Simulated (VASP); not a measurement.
# MgO (wurtzite type) (P6_3mc) in VASP: relaxation of cell and atoms with PBE

Aim: the relaxation of cell and atoms of MgO (wurtzite type) with PBE.

All numbers are computed with VASP 6.6.1; they aren't measurements. Logs are shortened: lines on timing, memory, paths and dates and some standing lists are left out, and cuts for length are marked.

### Step 1. The cell of the first run

The structure is hexagonal, space group P6_3mc (No. 186). The conventional cell has a = 2.753 Å, b = 2.753 Å, c = 4.488 Å, α = 90.00°, β = 90.00°, γ = 120.00°. Within 2.2 Å of Mg (site symmetry 3m) lie 4 O at 1.68 to 1.69 Å. Within 2.2 Å of O (site symmetry 3m) lie 4 Mg at 1.68 to 1.69 Å.

### Step 2. Relaxation of cell and atoms, PBE, target pressure 110 GPa, at which the enthalpy is minimised

Contents of INCAR:

```
ALGO = Normal ; EDIFF = 1E-6
EDIFFG = -0.005 ; ENCUT = 600
GGA = PE ; IBRION = 2
ISIF = 3 ; ISMEAR = -1
LASPH = True ; LCHARG = False
LREAL = False ; LWAVE = False
NELM = 80 ; NSW = 60
PREC = Accurate ; PSTRESS = 1100.0
SIGMA = 0.1
```

Contents of KPOINTS:

```
k-points
0
Gamma
  13 13 7
```

Contents of POSCAR:

```
MgO
1.0
    2.7531674469      0.0000000000      0.0000000000
   -1.3765837234      2.3843129499      0.0000000000
    0.0000000000      0.0000000000      4.4876629385
Mg O
2 2
Direct
    0.3333333333      0.6666666667      0.0000000000
    0.6666666667      0.3333333333      0.5000000000
    0.3333333333      0.6666666667      0.3760000000
    0.6666666667      0.3333333333      0.8760000000
```

Potentials or basis: VASP PAW PBE potentials, release 64 (Mg, O).

Started as:

```console
$ cat potpaw_PBE.64/Mg/POTCAR potpaw_PBE.64/O/POTCAR > POTCAR
$ mpirun -np 1 vasp_std > vasp.out
```

OUTCAR:

```text
EDIFF = 1E-6
   EDIFFG = -0.005
   ENCUT = 600
   GGA = PE
   IBRION = 2
   ISIF = 3
   ISMEAR = -1
   LASPH = True
   LREAL = False
   NELM = 80
   NSW = 60
   PREC = Accurate
   PSTRESS = 1100.0

 ion  position               nearest neighbor table
   1  0.333  0.667  0.000-   4 1.68   4 1.68   4 1.68   3 1.69   2 2.75   2 2.75   2 2.75   2 2.75
                             2 2.75   2 2.75   3 2.80
   2  0.667  0.333  0.500-   3 1.68   3 1.68   3 1.68   4 1.69   1 2.75   1 2.75   1 2.75   1 2.75
                             1 2.75   1 2.75   4 2.80
   3  0.333  0.667  0.376-   2 1.68   2 1.68   2 1.68   1 1.69   1 2.80
   4  0.667  0.333  0.876-   1 1.68   1 1.68   1 1.68   2 1.69   2 2.80

  LATTYP: Found a hexagonal cell.
 ALAT       =     2.7531674469
 C/A-ratio  =     1.6300000000

  Lattice vectors:

 A1 = (   2.7531674469,   0.0000000000,   0.0000000000)
 A2 = (  -1.3765837234,   2.3843129499,   0.0000000000)
 A3 = (   0.0000000000,   0.0000000000,   4.4876629385)

Analysis of symmetry for initial positions (statically):
=====================================================================
 Subroutine PRICEL returns:
 Original cell was already a primitive cell.

 Routine SETGRP: Setting up the symmetry group for a
 hexagonal supercell.

 Subroutine GETGRP returns: Found 12 space group operations
 (whereof  6 operations were pure point group operations)
 out of a pool of 24 trial point group operations.

The static configuration has the point symmetry C_3v.
 The point group associated with its full space group is C_6v.

Analysis of symmetry for dynamics (positions and initial velocities):
=====================================================================
 Subroutine PRICEL returns:
 Original cell was already a primitive cell.

 Routine SETGRP: Setting up the symmetry group for a
 hexagonal supercell.

 Subroutine GETGRP returns: Found 12 space group operations
 (whereof  6 operations were pure point group operations)
 out of a pool of 24 trial point group operations.

The dynamic configuration has the point symmetry C_3v.
 The point group associated with its full space group is C_6v.

 Subroutine INISYM returns: Found 12 space group operations
 (whereof  6 operations are pure point group operations),
 and found     1 'primitive' translations

----------------------------------------------------------------------------------------

                                     Primitive cell

  volume of cell :      29.4589

  direct lattice vectors                    reciprocal lattice vectors
     2.753167447  0.000000000  0.000000000     0.363218010  0.209704016  0.000000000
    -1.376583723  2.384312950  0.000000000     0.000000000  0.419408031  0.000000000
     0.000000000  0.000000000  4.487662938     0.000000000  0.000000000  0.222833135

  length of vectors
     2.753167447  2.753167447  4.487662938     0.419408031  0.419408031  0.222833135

  position of ions in fractional coordinates (direct lattice)
     0.333333333  0.666666667  0.000000000
     0.666666667  0.333333333  0.500000000
     0.333333333  0.666666667  0.376000000
     0.666666667  0.333333333  0.876000000

  ion indices of the primitive-cell ions
   primitive index   ion index
                 1           1
                 2           2
                 3           3
                 4           4

----------------------------------------------------------------------------------------

 KPOINTS: k-points

Automatic generation of k-mesh.
 Grid dimensions read from file:
 generate k-points for:   13   13    7

 Generating k-lattice:

  Cartesian coordinates                     Fractional coordinates (reciprocal lattice)
     0.027939847  0.016131078  0.000000000     0.076923077 -0.000000000  0.000000000
     0.000000000  0.032262156  0.000000000     0.000000000  0.076923077  0.000000000
     0.000000000  0.000000000  0.031833305     0.000000000  0.000000000  0.142857143

  Length of vectors
     0.032262156  0.032262156  0.031833305

  Shift w.r.t. Gamma in fractional coordinates (k-lattice)
     0.000000000  0.000000000  0.000000000

 Subroutine IBZKPT returns following result:
 ===========================================

 Found     84 irreducible k-points:

 Following reciprocal coordinates:
            Coordinates               Weight
  0.000000  0.000000  0.000000      1.000000
  0.076923  0.000000  0.000000      6.000000
  0.153846  0.000000  0.000000      6.000000
  0.230769  0.000000  0.000000      6.000000
  0.307692  0.000000  0.000000      6.000000
  0.384615  0.000000  0.000000      6.000000
[... 16 lines left out ...]
  0.076923  0.000000  0.142857     12.000000
  0.153846  0.000000  0.142857     12.000000
 [... further k-points ...]
   k-points           NKPTS =     84   k-points in BZ     NKDIM =     84   number of bands    NBANDS=     12
   number of dos      NEDOS =    301   number of ions     NIONS =      4
   total plane-waves  NPLWV =  20736
   dimension x,y,z NGX =    24 NGY =   24 NGZ =   36
   dimension x,y,z NGXF=    48 NGYF=   48 NGZF=   72
   ions per type =               2   2
   NGX,Y,Z   is equivalent  to a cutoff of  14.49, 14.49, 13.34 a.u.
   NGXF,Y,Z  is equivalent  to a cutoff of  28.98, 28.98, 26.67 a.u.
 SYSTEM =  unknown system
   PREC   = accura    normal or accurate (medium, high low for compatibility)
   ISTART =      0    job   : 0-new  1-cont  2-samecut
   ICHARG =      2    charge: 1-file 2-atom 10-const
   ISPIN  =      1    spin polarized calculation?
   LNONCOLLINEAR =      F non collinear calculations
   LSORBIT =      F    spin-orbit coupling
   LASPH  =      T    aspherical Exc in radial PAW
   ENCUT  =  600.0 eV  44.10 Ry    6.64 a.u.   5.50  5.50  8.96*2*pi/ulx,y,z
   NELM   =     80;   NELMIN=  2; NELMDL= -5     # of ELM steps
   EDIFF  = 0.1E-05   stopping-criterion for ELM
   LREAL  =      F    real-space projection
   EDIFFG = -.5E-02   stopping-criterion for IOM
   NSW    =     60    number of steps for IOM
   IBRION =      2    ionic relax: 0-MD 1-quasi-New 2-CG
   NFREE  =      1    steps in history (QN), initial steepest desc. (CG)
   ISIF   =      3    stress and relaxation
   ISYM   =      2    0-nonsym 1-usesym 2-fastsym
   POTIM  = 0.5000    time-step for ionic-motion
   TEBEG  =    0.0;   TEEND  =   0.0 temperature during run
   PSTRESS= 1100.0 pullay stress
   NELECT =      16.0000    total number of electrons
   NUPDOWN=      -1.0000    fix difference up-down
   EMIN   =  10.00;   EMAX   =-10.00  energy-range for DOS
   EFERMI =   0.00;   METHOD = LEGACY
   ISMEAR =    -1;   SIGMA  =   0.10  broadening in eV -4-tet -1-fermi 0-gaus
   EFERMI_NEDOS =   21; number of points for ismear=-14 and -15
   IALGO  =     38    algorithm
   IMIX   =      4    mixing-type and parameters
     AMIX     =   0.40;   BMIX     =  1.00
     AMIX_MAG =   1.60;   BMIX_MAG =  1.00
  volume/ion in A,a.u.               =       7.36        49.70
  Fermi-wavevector in a.u.,A,eV,Ry     =   1.335702  2.524110 24.274138  1.784099
  Thomas-Fermi vector in A             =   2.464385
   LORBIT       =      0    0 simple, 1 ext, 2 COOP (PROOUT), +10 PAW based schemes
   GGA     = PE    functional components
   LHFCALC =     F    Hartree Fock is set to
   AEXX    =    0.0000 exact exchange contribution
   IVDW    =     0    specifies the selected vdW correction
   LEPSILON=     F    determine dielectric tensor
   LRPA    =     F    only Hartree local field effects (RPA)
 conjugate gradient relaxation of ions
 non-spin polarized calculation
  energy-cutoff  :      600.00
  volume of cell :       29.46
 maximum number of plane-waves:      1014
 NGX is ok and might be reduce to    24
   NGX = 11   NGY = 11   NGZ = 17

--------------------------------------- Ionic step        1  -------------------------------------------

 number of electron      15.9999997 magnetization

 Free energy of the ion-electron system (eV)
  ---------------------------------------------------
  ext. energy  EPLUGINS =         0.00000000
  ---------------------------------------------------
  free energy    TOTEN  =       -17.00452296 eV

  energy without entropy =      -17.00452296  energy(sigma->0) =      -17.00452296

------------------------ aborting loop because EDIFF is reached ----------------------------------------

  FORCE on cell =-STRESS in cart. coord.  units (eV):
  Direction    XX          YY          ZZ          XY          YZ          ZX
  --------------------------------------------------------------------------------------
  -------------------------------------------------------------------------------------
  Total       31.2093437     31.2093437     29.0143105      0.0000000      0.0000000      0.0000000
  in kB     1697.3800931   1697.3800931   1577.9989974      0.0000000      0.0000000      0.0000000
  external PRESSURE =     557.5863945 kB  Pullay stress =    1100.0000000 kB
[... 99 lines left out ...]
  FREE ENERGIE OF THE ION-ELECTRON SYSTEM (eV)
  ---------------------------------------------------
  free  energy   TOTEN  =       -19.7862920094 eV

  energy  without entropy=      -19.7862920092  energy(sigma->0) =      -19.78629201

  enthalpy is  TOTEN    =         2.7311836547 eV   P V=       22.5174756640

[... ionic steps 4 to 35 ...]

--------------------------------------- Ionic step       36  -------------------------------------------

 number of electron      15.9999999 magnetization

------------------------ aborting loop because EDIFF is reached ----------------------------------------

  FORCE on cell =-STRESS in cart. coord.  units (eV):
  Direction    XX          YY          ZZ          XY          YZ          ZX
  --------------------------------------------------------------------------------------
  -------------------------------------------------------------------------------------
  Total       21.0764122     21.0764122     21.0892186      0.0000000      0.0000000      0.0000000
  in kB     1100.5896034   1100.5896036   1101.2583435      0.0000004      0.0000000      0.0000000
  external PRESSURE =       0.8125168 kB  Pullay stress =    1100.0000000 kB
[... 65 lines left out ...]
  enthalpy is  TOTEN    =         1.0013759377 eV   P V=       21.0662568388

--------------------------------------- Ionic step       38  -------------------------------------------

 number of electron      15.9999999 magnetization

 Free energy of the ion-electron system (eV)
  ---------------------------------------------------
  ext. energy  EPLUGINS =         0.00000000
  ---------------------------------------------------
  free energy    TOTEN  =       -20.06691018 eV

  energy without entropy =      -20.06691018  energy(sigma->0) =      -20.06691018

 E-fermi :   6.9151     XC(G=0): -11.8002

 val. band max:        4.9524286312   @ k =   0.0000   0.0000   0.0000
 cond. band min:      10.3652596269   @ k =   0.0000   0.0000   0.0000
 fundamental gap:      5.4128309956
 Fermi energy:         6.9150669378

 k-point     1 :       0.0000    0.0000    0.0000
  band No.  band energies     occupation
      1     -13.9697      2.00000
      2     -11.4684      2.00000
      3      -0.2002      2.00000
      4       2.4047      2.00000
      5       2.4047      2.00000
      6       3.5030      2.00000
      7       3.5030      2.00000
      8       4.9524      2.00000
      9      10.3653      0.00000
     10      17.5848      0.00000
     11      20.1733      0.00000
     12      20.2962      0.00000
[... 331 lines left out ...]
 k-point    24 :       0.1538    0.0000    0.1429
  band No.  band energies     occupation
      1     -13.6423      2.00000
      2     -11.5903      2.00000
      3       0.0883      2.00000
      4       1.9830      2.00000
      5       2.2424      2.00000
      6       2.8204      2.00000
      7       3.6114      2.00000
      8       4.4696      2.00000
      9      11.5426      0.00000
     10      17.0471      0.00000
     11      19.3967      0.00000
     12      20.1861      0.00000

 [... further k-points ...]

------------------------ aborting loop because EDIFF is reached ----------------------------------------

  FORCE on cell =-STRESS in cart. coord.  units (eV):
  Direction    XX          YY          ZZ          XY          YZ          ZX
  --------------------------------------------------------------------------------------
  -------------------------------------------------------------------------------------
  Total       21.0636380     21.0636380     21.0873439      0.0000000      0.0000000     -0.0000000
  in kB     1099.7573784   1099.7573786   1100.9950917      0.0000004      0.0000000     -0.0000000
  external PRESSURE =       0.1699496 kB  Pullay stress =    1100.0000000 kB
[... 19 lines left out ...]
  FREE ENERGIE OF THE ION-ELECTRON SYSTEM (eV)
  ---------------------------------------------------
  free  energy   TOTEN  =       -20.0669101821 eV

  energy  without entropy=      -20.0669101820  energy(sigma->0) =      -20.06691018

  enthalpy is  TOTEN    =         1.0013747312 eV   P V=       21.0682849133

 reached required accuracy - stopping structural energy minimisation
```

It took 12 min on 1 thread of Intel Xeon Platinum 8259CL at 2.50GHz (Skylake/Cascade Lake), shared host; peak memory 0.19 GiB.

Results:

```yaml
Free_energy: -20.0669 eV
Relaxed_volume: 7.67 Å³/atom
Relaxed_cell: a = 3.080 Å, b = 3.080 Å, c = 3.735 Å, α = 90.00°, β = 90.00°, γ = 120.00°
Space_group_after_relaxing_to_0.1_Å: P6_3/mmc (No. 194)
Energy_change_on_relaxing_the_run_minimises_the_enthalpy: -765.6 meV/atom
Ionic_steps: 38
Pressure_after_relaxing: 110.0 GPa
Largest_force_after_relaxing: 0.004 eV/Å
Band_gap_on_the_k_mesh: 5.41 eV
```

Forces on the atoms (eV/Å):
```
Mg   0.000  0.000  0.004
Mg   0.000  0.000  0.004
O    0.000  0.000 -0.004
O    0.000  0.000 -0.004
```

The path:
```tsv
step	energy change (eV)	largest force (eV/Å)	pressure (GPa)	volume (Å³)
1	0.0000	0.2123	165.76	29.46
2	-6.0287	0.2613	24.30	41.79
3	-2.7818	0.2703	104.52	32.80
4	-2.5764	0.2645	109.10	32.49
5	-2.5334	0.2633	110.02	32.43
6	-2.5587	0.4012	109.86	32.41
7	-2.6443	0.9899	108.66	32.33
8	-2.8723	2.5936	105.09	31.97
9	-1.5534	2.0004	132.75	30.41
10	-2.7101	4.3172	107.92	31.66
11	-2.5497	4.7615	113.17	31.11
12	-2.3196	4.4799	118.22	30.87
13	-2.4566	4.6850	115.26	31.00
14	-2.4574	4.6746	115.27	31.00
15	-2.4597	4.6395	115.26	31.00
16	-2.4636	4.5685	115.24	31.00
17	-2.4681	4.4185	115.26	31.00
18	-2.4628	4.0868	115.52	30.99
19	-2.4676	4.2698	115.35	30.99
20	-2.4742	4.2487	115.26	31.00
21	-2.4938	4.1870	114.99	31.00
22	-2.5321	4.0659	114.47	31.01
23	-2.6057	3.8312	113.46	31.02
24	-2.7412	3.3896	111.57	31.04
25	-2.9687	2.6070	108.32	31.09
26	-3.2732	1.3916	103.69	31.18
27	-3.4335	0.0422	100.41	31.31
28	-3.4351	0.3357	100.70	31.27
29	-3.4299	0.4131	100.85	31.26
30	-3.3571	0.3786	102.66	31.15
31	-3.1307	0.2682	108.29	30.79
32	-2.6386	0.0078	120.29	30.10
33	-2.9993	0.2035	111.46	30.60
34	-3.0139	0.1561	111.15	30.62
35	-3.0558	0.0121	110.16	30.68
36	-3.0592	0.0001	110.08	30.68
37	-3.0604	0.0040	110.06	30.68
38	-3.0624	0.0036	110.02	30.69
```

Final structure:
```
Mg O
1.0
     3.07998    0.00000    0.00000
    -1.53999    2.66734    0.00000
     0.00000    0.00000    3.73525
Mg O
2 2
Direct
  0.33333 0.66667 0.93797
  0.66667 0.33333 0.43797
  0.33333 0.66667 0.43802
  0.66667 0.33333 0.93803
```

Caveat: the cell is relaxed towards a set pressure, so the run minimises the enthalpy, not the energy; a cell axis changed by over 15 % at a fixed basis, so the end point is rough; an odd mesh through Γ misses points on the zone boundary, where band edges can lie.
